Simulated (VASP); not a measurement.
Ta4S, 5 atoms in the cell. The cell holds a slab with vacuum, 5 atoms: a = 3.253 Å, b = 3.253 Å, c = 20.213 Å, α = 90.00°, β = 90.00°, γ = 90.00°. 

```yaml
Program: VASP 6.6.1
Task: relaxation of the atoms
Functional: LDA
Potentials_or_basis: VASP PAW LDA potentials, release 64 (Ta_pv, S)
Cutoff: 520 eV
k_mesh: 8 × 8 × 1
Occupations: gaussian, width 0.1 eV
Spin: no spin polarisation
Dipole_correction: yes
Atoms_held_fixed_from_0: "[0, 1, 2]"
Further_INCAR_settings: ALGO = Normal; EDIFF = 1e-06; IBRION = 2; EDIFFG = -0.025; NSW = 50
Atoms_held_along_some_axes_from_0: atom 4 along a and b
```

Potentials or basis: VASP PAW LDA potentials, release 64 (Ta_pv, S).

The run is started by

```sh
$ cat potpaw_LDA.64/Ta_pv/POTCAR potpaw_LDA.64/S/POTCAR > POTCAR
$ mpirun -np 1 vasp_std > vasp.out
```

Hardware: 1 thread of Intel(R) Xeon(R) 6975P-C (Granite Rapids) (shared host).

**Question.** How long does it take, and how much memory?

**Answer.** Wall time 30 min on 1 thread of Intel(R) Xeon(R) 6975P-C (Granite Rapids), on a shared host, peak memory 0.3 GiB. Counts: scf iterations 490, k points 21, ion steps 39.
